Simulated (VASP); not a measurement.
Write the native input for VASP 6.6.1 that does the following.

```
Task                   : relaxation of cell and atoms
Functional             : PBE
Potentials or basis    : VASP PAW PBE potentials, release 64 (Be, P)
Cutoff                 : 600 eV
k mesh                 : 18 × 18 × 12
Occupations            : gaussian, width 0.1 eV
Spin                   : no spin polarisation
Dipole correction      : no
Further INCAR settings : ALGO = Normal; EDIFF = 1e-06; IBRION = 2; EDIFFG = -0.01; NSW = 100; ISIF = 3
```

The structure of Be2P lies in POSCAR:

```
Be2P
1.0
    3.4073922228      0.0000000000      0.0000000000
   -1.7036961114      2.9508882256      0.0000000000
    0.0000000000      0.0000000000      4.1801487316
Be P
2 1
Direct
    0.0000000000      0.0000000000      0.7629099653
    0.0000000000      0.0000000000      0.2370900347
    0.3333333333      0.6666666667      0.0000000000
```

One way to write it, as run:

INCAR

```
PREC = Accurate
ENCUT = 600
EDIFF = 1E-6
ISMEAR = 0
SIGMA = 0.1
LREAL = False
LASPH = True
NELM = 100
ALGO = Normal
ISIF = 3
LWAVE = False
LCHARG = False
GGA = PE
IBRION = 2
NSW = 100
EDIFFG = -0.01
```

KPOINTS

```
Automatic mesh
0
Gamma
  18 18 12
```

Potentials or basis: VASP PAW PBE potentials, release 64 (Be, P).

The run is started by

```bash
$ cat potpaw_PBE.64/Be/POTCAR potpaw_PBE.64/P/POTCAR > POTCAR
$ mpirun -np 1 vasp_std > vasp.out
```

It gave:

```
Relaxed volume                         : 14.12 Å³/atom
Relaxed cell                           : a = 3.403 Å, b = 3.403 Å, c = 4.222 Å, α = 90.00°, β = 90.00°, γ = 120.00°
Space group after relaxing (to 0.05 Å) : P-6m2 (No. 187)
Energy gained by relaxing              : 0.9 meV/atom
Ionic steps                            : 6
Pressure after relaxing                : 0.0 GPa
```

Wall time 3.3 min on 1 thread of Intel(R) Xeon(R) Platinum 8375C CPU @ 2.90GHz (Ice Lake), on a shared host, peak memory 0.25 GiB.
